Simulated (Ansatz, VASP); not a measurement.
## C in VASP and in Ansatz

Contents of INCAR:

```
PREC     = Accurate       # precision mode
ENCUT    = 520            # plane-wave cutoff, eV
EDIFF    = 1E-7           # SCF threshold, eV
ISMEAR   = 0              # smearing method
SIGMA    = 0.05           # smearing width, eV
LREAL    = False          # projectors in reciprocal space
LASPH    = True           # aspherical terms in the spheres
NELM     = 100            # most SCF steps
ALGO     = Normal         # electronic algorithm
ISIF     = 2              # what is computed and relaxed
LWAVE    = False          # write WAVECAR
LCHARG   = False          # write CHGCAR
GGA      = PE             # functional
NBANDS   = 36             # bands
```

File KPOINTS:

```
regular mesh
0
Gamma
  10 10 2
```

POSCAR

```
C
1.0
    1.7857375322     -1.7857375322      0.0000000000
    1.7857375322      0.0000000000     -1.7857375322
    7.2872876961      7.2872876961      7.2872876961
C
12
Direct
    0.6666666667      0.6666666667      0.2655016753
    0.0000000000      0.0000000000      0.1021361355
    0.3333333333      0.3333333333      0.4288672151
    0.6666666667      0.6666666667      0.7555982947
    1.0000000000      1.0000000000      0.5922327549
    0.3333333333      0.3333333333      0.9189638345
    0.6666666667      0.6666666667      0.3880258301
    1.0000000000      1.0000000000      0.2246602903
    0.3333333333      0.3333333333      0.5513913699
    0.6666666667      0.6666666667      0.8781224495
    0.0000000000      0.0000000000      0.7147569097
    0.3333333333      0.3333333333      0.0612947505
```

Input for Ansatz:

```yaml
crystal:
  lattice:
    - [1.7857375322, -1.7857375322, 0.0]
    - [1.7857375322, 0.0, -1.7857375322]
    - [7.2872876961, 7.2872876961, 7.2872876961]
  atoms:
    - { symbol: C, position: [0.6666666667, 0.6666666667, 0.2655016753] }
    - { symbol: C, position: [0.0, 0.0, 0.1021361355] }
    - { symbol: C, position: [0.3333333333, 0.3333333333, 0.4288672151] }
    - { symbol: C, position: [0.6666666667, 0.6666666667, 0.7555982947] }
    - { symbol: C, position: [1.0, 1.0, 0.5922327549] }
    - { symbol: C, position: [0.3333333333, 0.3333333333, 0.9189638345] }
    - { symbol: C, position: [0.6666666667, 0.6666666667, 0.3880258301] }
    - { symbol: C, position: [1.0, 1.0, 0.2246602903] }
    - { symbol: C, position: [0.3333333333, 0.3333333333, 0.5513913699] }
    - { symbol: C, position: [0.6666666667, 0.6666666667, 0.8781224495] }
    - { symbol: C, position: [0.0, 0.0, 0.7147569097] }
    - { symbol: C, position: [0.3333333333, 0.3333333333, 0.0612947505] }
basis:
  ecutwfc: 420
kpoints:
  mp_grid: { grid: [10, 10, 2] }
hamiltonian:
  xc: pbe
scf:
  occupations: { method: gaussian, width: 0.05 }
output:
  forces: true
  stress: true
  eigenvalues: true
```

Alike in both runs: task single point; functional PBE; k mesh 10 × 10 × 2; occupations gaussian, width 0.05 eV; no spin polarisation.

|  | VASP | Ansatz |
| --- | --- | --- |
| version | VASP 6.6.1 | Ansatz 0.2.0 |
| potentials or method | VASP PAW PBE potentials, release 64 (C), cutoff 520 eV | scalar-relativistic, plane waves, PAW |
| valence electrons in the cell | 48 | 48 |

|  | VASP | Ansatz | Ansatz less VASP |
| --- | --- | --- | --- |
| gap on the k mesh at the Fermi level (eV) | 3.83 | 3.84 | +0.010 |
| least direct gap on the mesh (eV) | 4.59 | 4.59 | +0.006 |
| pressure (GPa) | -4.9 | -5.5 | -0.63 |
| traceless stress, the component that is largest in VASP (GPa) | -4.75 | -4.72 | +0.027 |
| rms of the force components (eV/Å) | 0.540 | 0.535 | -0.0050 |

Atom by atom the forces differ by 0.006 eV/Å (rms over components).
